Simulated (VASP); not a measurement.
# TaN (P-62m) in VASP: a series of runs

TaN is run at these levels: LDA; tasks: single point.

All numbers are computed with VASP 6.6.1; they aren't measurements. Logs are shortened: lines on timing, memory, paths and dates and some standing lists are left out, and cuts for length are marked.

### 1 The cell of the first run

It takes space group P-62m (No. 189, hexagonal). The conventional cell has a = 4.979 Å, b = 4.979 Å, c = 2.790 Å, α = 90.00°, β = 90.00°, γ = 120.00°. Within 2.7 Å of Ta (site symmetry -6) lie 6 N at 2.07 Å. Ta (site symmetry -62m) has 3 N at 1.96 Å within 2.6 Å. N (site symmetry m2m) has 5 Ta at 1.96 to 2.07 Å within 2.6 Å.

### 2 Single point, LDA

INCAR reads:

```
PREC = Accurate
ENCUT = 520
EDIFF = 1E-7
ISMEAR = -1
SIGMA = 0.1
LREAL = F
LASPH = T
NELM = 100
ALGO = Normal
ISIF = 2
LWAVE = F
LCHARG = F
NBANDS = 33
```

KPOINTS reads:

```
Automatic mesh
0
Gamma
  5 5 8
```

POSCAR reads:

```
TaN
1.0
    4.9792435155      0.0000000000      0.0000000000
   -2.4896217577      4.3121513779      0.0000000000
    0.0000000000      0.0000000000      2.7895646408
Ta N
3 3
Direct
    0.3333333333      0.6666666667      0.5000000000
    0.6666666667      0.3333333333      0.5000000000
    0.0000000000      0.0000000000      0.0000000000
    0.3928500000      0.0000000000      0.0000000000
    0.6071500000      0.6071500000      0.0000000000
    0.0000000000      0.3928500000      0.0000000000
```

Potentials or basis: VASP PAW LDA potentials, release 64 (Ta_pv, N).

The run is started by

```bash
$ cat potpaw_LDA.64/Ta_pv/POTCAR potpaw_LDA.64/N/POTCAR > POTCAR
$ mpirun -np 1 vasp_std > vasp.out
```

OUTCAR:

```text
PREC = Accurate
   ENCUT = 520
   EDIFF = 1E-7
   ISMEAR = -1
   LREAL = F
   LASPH = T
   NELM = 100
   ISIF = 2

 ion  position               nearest neighbor table
   1  0.333  0.667  0.500-   5 2.07   5 2.07   6 2.07   6 2.07   4 2.07   4 2.07   2 2.87   2 2.87
                             2 2.87   3 3.20   3 3.20   3 3.20   3 3.20   3 3.20   3 3.20
   2  0.667  0.333  0.500-   6 2.07   6 2.07   4 2.07   4 2.07   5 2.07   5 2.07   1 2.87   1 2.87
                             1 2.87   3 3.20   3 3.20   3 3.20   3 3.20   3 3.20   3 3.20
   3  0.000  0.000  0.000-   4 1.96   6 1.96   5 1.96   2 3.20   1 3.20   1 3.20   2 3.20   2 3.20
                             2 3.20   1 3.20   1 3.20   2 3.20   2 3.20   1 3.20   1 3.20
   4  0.393  0.000  0.000-   3 1.96   1 2.07   1 2.07   2 2.07   2 2.07
   5  0.607  0.607  0.000-   3 1.96   1 2.07   1 2.07   2 2.07   2 2.07
   6  0.000  0.393  0.000-   3 1.96   2 2.07   2 2.07   1 2.07   1 2.07

  LATTYP: Found a hexagonal cell.
 ALAT       =     4.9792435155
 C/A-ratio  =     0.5602386451

  Lattice vectors:

 A1 = (   4.9792435155,   0.0000000000,   0.0000000000)
 A2 = (  -2.4896217577,   4.3121513779,   0.0000000000)
 A3 = (   0.0000000000,   0.0000000000,   2.7895646408)

Analysis of symmetry for initial positions (statically):
=====================================================================
 Subroutine PRICEL returns:
 Original cell was already a primitive cell.

 Routine SETGRP: Setting up the symmetry group for a
 hexagonal supercell.

 Subroutine GETGRP returns: Found 12 space group operations
 (whereof 12 operations were pure point group operations)
 out of a pool of 24 trial point group operations.

The static configuration has the point symmetry D_3h.

Analysis of symmetry for dynamics (positions and initial velocities):
=====================================================================
 Subroutine PRICEL returns:
 Original cell was already a primitive cell.

 Routine SETGRP: Setting up the symmetry group for a
 hexagonal supercell.

 Subroutine GETGRP returns: Found 12 space group operations
 (whereof 12 operations were pure point group operations)
 out of a pool of 24 trial point group operations.

The dynamic configuration has the point symmetry D_3h.

 Subroutine INISYM returns: Found 12 space group operations
 (whereof 12 operations are pure point group operations),
 and found     1 'primitive' translations

----------------------------------------------------------------------------------------

                                     Primitive cell

  volume of cell :      59.8954

  direct lattice vectors                    reciprocal lattice vectors
     4.979243516  0.000000000  0.000000000     0.200833720  0.115951402  0.000000000
    -2.489621758  4.312151378  0.000000000     0.000000000  0.231902805  0.000000000
     0.000000000  0.000000000  2.789564641     0.000000000  0.000000000  0.358478877

  length of vectors
     4.979243516  4.979243517  2.789564641     0.231902805  0.231902805  0.358478877

  position of ions in fractional coordinates (direct lattice)
     0.333333333  0.666666667  0.500000000
     0.666666667  0.333333333  0.500000000
     0.000000000  0.000000000  0.000000000
     0.392850000  0.000000000  0.000000000
     0.607150000  0.607150000  0.000000000
     1.000000000  0.392850000  0.000000000

  ion indices of the primitive-cell ions
   primitive index   ion index
                 1           1
                 2           2
                 3           3
                 4           4
                 5           5
                 6           6

----------------------------------------------------------------------------------------

 KPOINTS: Automatic mesh

Automatic generation of k-mesh.
 Grid dimensions read from file:
 generate k-points for:    5    5    8

 Generating k-lattice:

  Cartesian coordinates                     Fractional coordinates (reciprocal lattice)
     0.040166744  0.023190280  0.000000000     0.200000000 -0.000000000  0.000000000
     0.000000000  0.046380561  0.000000000     0.000000000  0.200000000  0.000000000
     0.000000000  0.000000000  0.044809860     0.000000000  0.000000000  0.125000000

  Length of vectors
     0.046380561  0.046380561  0.044809860

  Shift w.r.t. Gamma in fractional coordinates (k-lattice)
     0.000000000  0.000000000  0.000000000

 Subroutine IBZKPT returns following result:
 ===========================================

 Found     25 irreducible k-points:

 Following reciprocal coordinates:
            Coordinates               Weight
  0.000000  0.000000  0.000000      1.000000
  0.200000 -0.000000  0.000000      6.000000
  0.400000  0.000000  0.000000      6.000000
  0.200000  0.200000  0.000000      6.000000
  0.400000  0.200000  0.000000      6.000000
  0.000000  0.000000  0.125000      2.000000
[... 16 lines left out ...]
  0.400000  0.000000  0.500000      6.000000
  0.200000  0.200000  0.500000      6.000000
   k-points           NKPTS =     25   k-points in BZ     NKDIM =     25   number of bands    NBANDS=     33
   number of dos      NEDOS =    301   number of ions     NIONS =      6
   total plane-waves  NPLWV =  38400
   dimension x,y,z NGX =    40 NGY =   40 NGZ =   24
   dimension x,y,z NGXF=    80 NGYF=   80 NGZF=   48
   ions per type =               3   3
   NGX,Y,Z   is equivalent  to a cutoff of  13.36, 13.36, 14.30 a.u.
   NGXF,Y,Z  is equivalent  to a cutoff of  26.71, 26.71, 28.61 a.u.
 SYSTEM =  unknown system
   PREC   = accura    normal or accurate (medium, high low for compatibility)
   ISTART =      0    job   : 0-new  1-cont  2-samecut
   ICHARG =      2    charge: 1-file 2-atom 10-const
   ISPIN  =      1    spin polarized calculation?
   LNONCOLLINEAR =      F non collinear calculations
   LSORBIT =      F    spin-orbit coupling
   LASPH  =      T    aspherical Exc in radial PAW
   ENCUT  =  520.0 eV  38.22 Ry    6.18 a.u.   9.26  9.26  5.19*2*pi/ulx,y,z
   NELM   =    100;   NELMIN=  2; NELMDL= -5     # of ELM steps
   EDIFF  = 0.1E-06   stopping-criterion for ELM
   LREAL  =      F    real-space projection
   EDIFFG = 0.1E-05   stopping-criterion for IOM
   NSW    =      0    number of steps for IOM
   IBRION =     -1    ionic relax: 0-MD 1-quasi-New 2-CG
   NFREE  =      0    steps in history (QN), initial steepest desc. (CG)
   ISIF   =      2    stress and relaxation
   ISYM   =      2    0-nonsym 1-usesym 2-fastsym
   POTIM  = 0.5000    time-step for ionic-motion
   TEBEG  =    0.0;   TEEND  =   0.0 temperature during run
   PSTRESS=    0.0 pullay stress
   NELECT =      48.0000    total number of electrons
   NUPDOWN=      -1.0000    fix difference up-down
   EMIN   =  10.00;   EMAX   =-10.00  energy-range for DOS
   EFERMI =   0.00;   METHOD = LEGACY
   ISMEAR =    -1;   SIGMA  =   0.10  broadening in eV -4-tet -1-fermi 0-gaus
   EFERMI_NEDOS =   21; number of points for ismear=-14 and -15
   IALGO  =     38    algorithm
   IMIX   =      4    mixing-type and parameters
     AMIX     =   0.40;   BMIX     =  1.00
     AMIX_MAG =   1.60;   BMIX_MAG =  1.00
  volume/ion in A,a.u.               =       9.98        67.37
  Fermi-wavevector in a.u.,A,eV,Ry     =   1.520631  2.873577 31.461025  2.312320
  Thomas-Fermi vector in A             =   2.629456
   LORBIT       =      0    0 simple, 1 ext, 2 COOP (PROOUT), +10 PAW based schemes
   GGA     = CA    functional components
   LHFCALC =     F    Hartree Fock is set to
   AEXX    =    0.0000 exact exchange contribution
   IVDW    =     0    specifies the selected vdW correction
   LEPSILON=     F    determine dielectric tensor
   LRPA    =     F    only Hartree local field effects (RPA)
 non-spin polarized calculation
  energy-cutoff  :      520.00
  volume of cell :       59.90
 maximum number of plane-waves:      1631
 NGX is ok and might be reduce to    40
   NGX = 19   NGY = 19   NGZ = 11

 number of electron      48.0000002 magnetization

 Free energy of the ion-electron system (eV)
  ---------------------------------------------------
  ext. energy  EPLUGINS =         0.00000000
  ---------------------------------------------------
  free energy    TOTEN  =       -73.31468397 eV

  energy without entropy =      -73.29084073  energy(sigma->0) =      -73.30276235

 E-fermi :   9.8173     XC(G=0): -13.9298

 val. band max:        9.5944742943   @ k =   0.2000  -0.0000   0.1250
 cond. band min:       9.9302515771   @ k =   0.4000   0.0000   0.2500
 fundamental gap:      0.3357772828
 Fermi energy:         9.8173274788

 k-point     1 :       0.0000    0.0000    0.0000
  band No.  band energies     occupation
      1     -26.4419      2.00000
      2     -26.4419      2.00000
      3     -25.9586      2.00000
      4     -25.9586      2.00000
      5     -25.6127      2.00000
      6     -25.4268      2.00000
[... 25 lines left out ...]
     32      13.4165      0.00000
     33      13.4165      0.00000

 k-point     2 :       0.2000   -0.0000    0.0000
  band No.  band energies     occupation
      1     -26.5048      2.00000
      2     -26.4355      2.00000
      3     -25.8685      2.00000
      4     -25.8647      2.00000
      5     -25.5958      2.00000
      6     -25.4898      2.00000
[... 25 lines left out ...]
     32      13.7581      0.00000
     33      13.8135      0.00000

 k-point     3 :       0.4000    0.0000    0.0000
  band No.  band energies     occupation
      1     -26.5824      2.00000
      2     -26.3216      2.00000
      3     -25.9390      2.00000
      4     -25.7207      2.00000
      5     -25.5573      2.00000
      6     -25.5498      2.00000
[... 25 lines left out ...]
     32      14.1600      0.00000
     33      14.4258      0.00000

 k-point     4 :       0.2000    0.2000    0.0000
  band No.  band energies     occupation
      1     -26.5294      2.00000
      2     -26.4046      2.00000
      3     -25.9037      2.00000
      4     -25.7438      2.00000
      5     -25.5670      2.00000
      6     -25.5567      2.00000
[... 673 lines left out ...]
     32      14.8793      0.00000
     33      14.9174      0.00000

 k-point    23 :       0.4000    0.0000    0.5000
  band No.  band energies     occupation
      1     -26.9151      2.00000
      2     -26.7287      2.00000
      3     -26.2255      2.00000
      4     -26.1075      2.00000
      5     -25.7407      2.00000
      6     -25.5298      2.00000
[... 25 lines left out ...]
     32      15.8312      0.00000
     33      16.0107      0.00000

 k-point    24 :       0.2000    0.2000    0.5000
  band No.  band energies     occupation
      1     -26.9207      2.00000
      2     -26.7178      2.00000
      3     -26.2525      2.00000
      4     -26.0598      2.00000
      5     -25.7701      2.00000
      6     -25.5273      2.00000
[... 25 lines left out ...]
     32      15.5461      0.00000
     33      15.8811      0.00000

 [... further k-points ...]
[... 5 lines left out ...]
  --------------------------------------------------------------------------------------
  -------------------------------------------------------------------------------------
  Total       16.8424268     16.8424268     16.7395087      0.0000000      0.0000000      0.0000000
  in kB      450.5276560    450.5276564    447.7746420      0.0000000      0.0000000      0.0000000
  external PRESSURE =     449.6099848 kB  Pullay stress =       0.0000000 kB

 VOLUME and BASIS-vectors are now :
 -----------------------------------------------------------------------------
  energy-cutoff  :      520.00
  volume of cell :       59.90
      direct lattice vectors                 reciprocal lattice vectors
     4.979243516  0.000000000  0.000000000     0.200833720  0.115951402  0.000000000
    -2.489621758  4.312151378  0.000000000     0.000000000  0.231902805  0.000000000
     0.000000000  0.000000000  2.789564641     0.000000000  0.000000000  0.358478877

 POSITION                                       TOTAL-FORCE (eV/Angst)
 -----------------------------------------------------------------------------------
     -0.00000      2.87477      1.39478        -0.000000      0.000000      0.000000
      2.48962      1.43738      1.39478        -0.000000      0.000000      0.000000
      0.00000      0.00000      0.00000        -0.000000      0.000000      0.000000
      1.95610      0.00000      0.00000         0.553876      0.000000      0.000000
      1.51157      2.61812      0.00000        -0.276938     -0.479671     -0.000000
     -0.97805      1.69403      0.00000        -0.276938      0.479671      0.000000
 -----------------------------------------------------------------------------------
    total drift:                                0.000000      0.000000     -0.000000

  FREE ENERGIE OF THE ION-ELECTRON SYSTEM (eV)
  ---------------------------------------------------
  free  energy   TOTEN  =       -73.3146839713 eV

  energy  without entropy=      -73.2908407309  energy(sigma->0) =      -73.30276235
```

Wall time 63 s (1 thread of Intel Xeon Platinum 8259CL at 2.50GHz (Skylake/Cascade Lake), shared host); peak memory 0.18 GiB.

What came out:

- Free energy: -73.3147 eV
- Pressure: 45.0 GPa
- Largest force: 0.554 eV/Å
- Band gap on the k mesh: zero (band 24 reaches 11.90 eV, above the bottom of band 25 at 8.37 eV)

Forces on the atoms (eV/Å):
```
Ta   0.000  0.000  0.000
Ta   0.000  0.000  0.000
Ta   0.000  0.000  0.000
N    0.554  0.000  0.000
N   -0.277 -0.480  0.000
N   -0.277  0.480  0.000
```

Caveat: spin-orbit coupling is left out, which moves the levels of the heavy elements.

### 3 Single point, LDA

This run uses another cell than the first one, of 10.44 Å³/atom, 1.045 times its volume.

INCAR reads:

```
SYSTEM = TaN
ALGO     = Normal         ! electronic algorithm
EDIFF    = 1E-6           ! SCF threshold, eV
ENCUT    = 520            ! plane-wave cutoff, eV
ISIF     = 2              ! what is computed and relaxed
ISMEAR   = -1             ! smearing method
LASPH    = .TRUE.         ! aspherical terms in the spheres
LCHARG   = .TRUE.         ! write CHGCAR
LELF     = .TRUE.         ! ELF
LREAL    = .FALSE.        ! projectors in reciprocal space
LVHAR    = .TRUE.       
LWAVE    = .FALSE.        ! write WAVECAR
NBANDS   = 33             ! bands
NELM     = 60             ! most SCF steps
PREC     = Accurate       ! precision mode
SIGMA    = 0.1            ! smearing width, eV
```

KPOINTS reads:

```
k-points
0
G
  5 5 8
  0 0 0
```

Edit POSCAR of step 2 so:

```diff
@@ -2,5 +2,5 @@
 1.0
-    4.9792435155      0.0000000000      0.0000000000
-   -2.4896217577      4.3121513779      0.0000000000
-    0.0000000000      0.0000000000      2.7895646408
+    5.0535715410      0.0000000000      0.0000000000
+   -2.5267857705      4.3765213363      0.0000000000
+    0.0000000000      0.0000000000      2.8312060731
 Ta N
```

Potentials or basis: VASP PAW LDA potentials, release 64 (Ta_pv, N).

The run is started by

```bash
$ cat potpaw_LDA.64/Ta_pv/POTCAR potpaw_LDA.64/N/POTCAR > POTCAR
$ mpirun -np 1 vasp_std > vasp.out
```

Run time: 62 s. Hardware: 1 thread of Intel Xeon Platinum 8259CL at 2.50GHz (Skylake/Cascade Lake), shared host; peak memory 0.18 GiB.

It converged, with:

- Free energy: -73.8900 eV
- Pressure: 23.2 GPa
- Largest force: 0.324 eV/Å
- Band gap on the k mesh: zero (band 24 reaches 11.24 eV, above the bottom of band 25 at 7.87 eV)

Forces in eV/Å, atoms in the order of the input:
```
Ta   0.000  0.000  0.000
Ta   0.000  0.000  0.000
Ta   0.000  0.000  0.000
N    0.324  0.000  0.000
N   -0.162 -0.281  0.000
N   -0.162  0.281  0.000
```

Stress tensor (GPa, compression positive):
```
23.67  0.00  0.00
 0.00 23.67  0.00
 0.00  0.00 22.39
```

Levels at points of the mesh, in eV from the Fermi level:
```csv
k point,band 22,band 23,band 24,band 25,band 26,band 27
"(0.00, 0.00, 0.00)",-3.57,-2.17,-1.18,-1.18,0.41,0.41
"(0.00, 0.00, 0.50)",-3.26,-3.26,1.97,1.97,2.09,2.33
```

Caveat: spin-orbit coupling is left out, which moves the levels of the heavy elements.
